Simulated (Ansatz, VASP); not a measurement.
# Te in VASP and in Ansatz

Contents of INCAR:

```
SYSTEM = Te
PREC = Accurate
ENCUT = 600
EDIFF = 1E-6
ISMEAR = -1
SIGMA = 0.1
LREAL = .FALSE.
LASPH = .TRUE.
NELM = 60
ALGO = Normal
ISIF = 3
LWAVE = .FALSE.
LCHARG = .FALSE.
GGA = CA
IBRION = 2
NSW = 80
EDIFFG = -0.01
```

The input KPOINTS:

```
Automatic mesh
0
G
  11 11 11
  0 0 0
```

File POSCAR:

```
Te
1.0
    0.0000000000      2.4339108928      2.4339108928
    2.4339108928      0.0000000000      2.4339108928
    2.4339108928      2.4339108928      0.0000000000
Te
1
Direct
    0.0000000000      0.0000000000      0.0000000000
```

Input for Ansatz:

```yaml
crystal:
  lattice:
    - [0.0, 2.4339108928, 2.4339108928]
    - [2.4339108928, 0.0, 2.4339108928]
    - [2.4339108928, 2.4339108928, 0.0]
  atoms:
    - { symbol: Te, position: [0.0, 0.0, 0.0] }
hamiltonian:
  xc: lda
  pseudopotentials:
    kind: paw
    azcp:
      Te: "pseudopotentials/Te.paw.azcp"
basis:
  ecutwfc: 420
  fft_grid_basis: typed
kpoints:
  mp_grid: { grid: [11, 11, 11], shift: [0, 0, 0] }
magnetization:
  spin_polarized: false
scf:
  occupations: { method: fermi_dirac, width: 0.1 }
relax:
  max_steps: 60
  f_tol: 0.01
  cell: {}
output:
  write_density: true
  write_potential: true
  elf: true
  volumetric_format: npy
```

Alike in both runs: task relaxation of cell and atoms; functional LDA; k mesh 11 × 11 × 11; occupations fermi-dirac, width 0.1 eV; no spin polarisation.

```csv
,VASP,Ansatz
version,VASP 6.6.1,Ansatz 0.2.0
potentials or method,"VASP PAW LDA potentials, release 64 (Te), cutoff 600 eV","plane waves (420 eV) with PAW, scalar-relativistic"
valence electrons in the cell,6,16
```

```tsv
	VASP	Ansatz	Ansatz less VASP
relaxed volume (Å³/atom)	26.45	26.44	-0.011
relaxed length of the cell vector where the two differ most in proportion (Å)	3.344	3.344	-0.0005
```

Ansatz warns that its potentials were made for another functional, while VASP's fit it. LDA's correlation is that of Perdew and Zunger in VASP and of Perdew and Wang (1992) in Ansatz. VASP's potentials hold 6 valence electrons a cell and Ansatz's 16, so a difference there can come from the potentials and not from the codes.

Spin-orbit coupling is off throughout.
